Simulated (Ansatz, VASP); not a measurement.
## One calculation of GaCuSe2, two programs

INCAR

```
  ALGO = Normal
  EDIFF = 1E-7
  ENCUT = 520
  GGA = PE
  ISIF = 2
  ISMEAR = -1
  LASPH = T
  LCHARG = F
  LREAL = F
  LWAVE = F
  NBANDS = 26
  NELM = 100
  PREC = Accurate
  SIGMA = 0.05
```

The input KPOINTS:

```
k-points
0
Gamma
  7 7 5
```

File POSCAR:

```
GaCuSe2
1.0
    3.7744160000      0.0000000000      0.0000000000
    0.0000000000      3.7744160000      0.0000000000
    0.0000000000      0.0000000000      5.2658910000
Se Ga Cu
2 1 1
Direct
    0.5000000000      0.5000000000      0.0000000000
    0.0000000000      0.0000000000      0.5000000000
    0.5000000000      0.5000000000      0.5000000000
    0.0000000000      0.0000000000      0.0000000000
```

File input.yaml:

```yaml
crystal:
  lattice:
    - [3.774416, 0.0, 0.0]
    - [0.0, 3.774416, 0.0]
    - [0.0, 0.0, 5.265891]
  atoms:
    - { symbol: Se, position: [0.5, 0.5, 0.0] }
    - { symbol: Se, position: [0.0, 0.0, 0.5] }
    - { symbol: Ga, position: [0.5, 0.5, 0.5] }
    - { symbol: Cu, position: [0.0, 0.0, 0.0] }
hamiltonian:
  xc: pbe
  pseudopotentials: { kind: paw }
kpoints:
  mp_grid: { grid: [7, 7, 5] }
scf:
  occupations: { method: fermi_dirac, width: 0.05 }
output:
  forces: true
  stress: true
  eigenvalues: true
```

Alike in both runs: task single point; functional PBE; k mesh 7 × 7 × 5; occupations fermi-dirac, width 0.05 eV; no spin polarisation.

```csv
,VASP,Ansatz
version,VASP 6.6.1,Ansatz 0.2.0
potentials or method,"VASP PAW PBE potentials, release 64 (Se, Ga_d, Cu)",Ansatz PAW
plane-wave cutoff (eV),520,420
valence electrons in the cell,36,64
```

|  | VASP | Ansatz | Ansatz less VASP |
| --- | --- | --- | --- |
| gap on the k mesh at the Fermi level (eV) | none | none | - |
| pressure (GPa) | 0.3 | 0.1 | -0.17 |
| traceless stress, the component that is largest in VASP (GPa) | -0.48 | -0.52 | -0.042 |

A gap of «none» marks a metal or a gap that the smearing closes. VASP's potentials hold 36 valence electrons a cell and Ansatz's 64, so a difference there can come from the potentials and not from the codes.
